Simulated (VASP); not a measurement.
Set up this calculation in VASP 6.6.1, as the native input.

```
Task                   : single point
Functional             : PBE
Potentials or basis    : VASP PAW PBE potentials, release 64 (Ga_d, P)
Cutoff                 : 520 eV
k mesh                 : 10 × 10 × 10
Occupations            : gaussian, width 0.05 eV
Spin                   : no spin polarisation
Dipole correction      : no
Further INCAR settings : ALGO = Normal; EDIFF = 1e-07; NBANDS = 16
```

The structure of GaP lies in POSCAR:

```
GaP
1.0
    0.0000000000      2.6549604180      2.8764468234
    2.8764468234      0.0000000000      2.8764468234
    2.8764468234      2.6549604180      0.0000000000
Ga P
1 1
Direct
    0.0000000000      0.0000000000      0.0000000000
    0.7500000000      0.7500000000      0.7500000000
```

The input as run:

INCAR

```
SYSTEM = GaP
ALGO     = Normal         ! electronic algorithm
EDIFF    = 1E-7           ! SCF threshold, eV
ENCUT    = 520            ! plane-wave cutoff, eV
GGA      = PE             ! functional
ISIF     = 2              ! what is computed and relaxed
ISMEAR   = 0              ! smearing method
LASPH    = .True.         ! aspherical terms in the spheres
LCHARG   = .False.        ! write CHGCAR
LREAL    = .False.        ! projectors in reciprocal space
LWAVE    = .False.        ! write WAVECAR
NBANDS   = 16             ! bands
NELM     = 60             ! most SCF steps
PREC     = Accurate       ! precision mode
SIGMA    = 0.05           ! smearing width, eV
```

KPOINTS

```
k-points
0
Gamma
  10 10 10
  0 0 0
```

Potentials or basis: VASP PAW PBE potentials, release 64 (Ga_d, P).

The run is started by

```bash
$ cat potpaw_PBE.64/Ga_d/POTCAR potpaw_PBE.64/P/POTCAR > POTCAR
$ mpirun -np 1 vasp_std > vasp.out
```

Results of the run:

```
Pressure               : -3.6 GPa
Band gap on the k mesh : 0.87 eV
```

Caveat: the cell stands under tension.

Run time: 78 s on 1 thread of Intel(R) Xeon(R) Platinum 8259CL CPU @ 2.50GHz (Skylake/Cascade Lake) (shared host), peak memory 0.21 GiB.
